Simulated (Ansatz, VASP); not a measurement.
## Two plane-wave programs on Mo3H

The input INCAR:

```
SYSTEM = Mo3H
PREC = Accurate ; ENCUT = 520
EDIFF = 1E-7 ; ISMEAR = 0
SIGMA = 0.1 ; LREAL = .False.
LASPH = .True. ; NELM = 150
ALGO = Normal ; ISIF = 2
LWAVE = .False. ; LCHARG = .True.
ISPIN = 2 ; MAGMOM = 0 0 0 1
LORBIT = 11 ; LMAXMIX = 4
LDIPOL = .True. ; IDIPOL = 3
DIPOL = 0.5 0.5 0.338 ; GGA = PE
LELF = .True. ; LVHAR = .True.
LVACPOTAV = .True. ; NBANDS = 34
```

KPOINTS

```
regular mesh
0
Gamma
  10 10 1
  0 0 0
```

The input POSCAR:

```
Mo3H
1.0
    2.7370454666      0.0000000000      0.0000000000
   -0.9123484889      2.5805112132      0.0000000000
    0.0000000000      0.0000000000     21.3082440588
Mo H
3 1
Direct
    0.5000000000      0.5000000000      0.1877207708
    0.0000000000      0.0000000000      0.2888166433
    0.5000000000      0.5000000000      0.3899074948
    0.8333333333      0.8333333333      0.4842371821
```

Input for Ansatz:

```yaml
crystal:
  lattice:
    - [2.7370454666, 0.0, 0.0]
    - [-0.9123484889, 2.5805112132, 0.0]
    - [0.0, 0.0, 21.3082440588]
  atoms:
    - { symbol: Mo, position: [0.5, 0.5, 0.1877207708] }
    - { symbol: Mo, position: [0.0, 0.0, 0.2888166433] }
    - { symbol: Mo, position: [0.5, 0.5, 0.3899074948] }
    - { symbol: H, position: [0.8333333333, 0.8333333333, 0.4842371821], spin: 1.0 }
basis:
  ecutwfc: 420
kpoints:
  mp_grid: { grid: [10, 10, 1] }
hamiltonian:
  xc: pbe
  pseudopotentials: { kind: paw, azcp: { folder: soft_1 } }
scf:
  occupations: { method: gaussian, width: 0.1 }
output:
  forces: true
  eigenvalues: true
  populations: true
magnetization:
  spin_polarized: true
efield:
  axis: 3
  dipole_correction: true
  ramp_width: 0.04
```

Alike in both runs: task single point; functional PBE; k mesh 10 × 10 × 1; occupations gaussian, width 0.1 eV; collinear spin.

|  | VASP | Ansatz |
| --- | --- | --- |
| version | VASP 6.6.1 | Ansatz 0.2.0 |
| potentials or method | VASP PAW PBE potentials, release 64 (Mo_sv, H), cutoff 520 eV | scalar-relativistic, plane waves, PAW |
| valence electrons in the cell | 43 | 43 |

```tsv
	VASP	Ansatz	Ansatz less VASP
gap on the k mesh at the Fermi level (eV)	none	none	-
rms of the force components (eV/Å)	0.912	0.907	-0.0046
net moment per atom (μB)	0.00	0.00	0.000
work function, face that differs most (eV)	4.55	4.55	+0.002
```

Atom by atom the forces differ by 0.010 eV/Å (rms over components). A gap of «none» marks a metal or a gap that the smearing closes. With one functional, cell and mesh, what is left measures potentials, basis and numerics. Ansatz's warnings: seeded moment not kept.
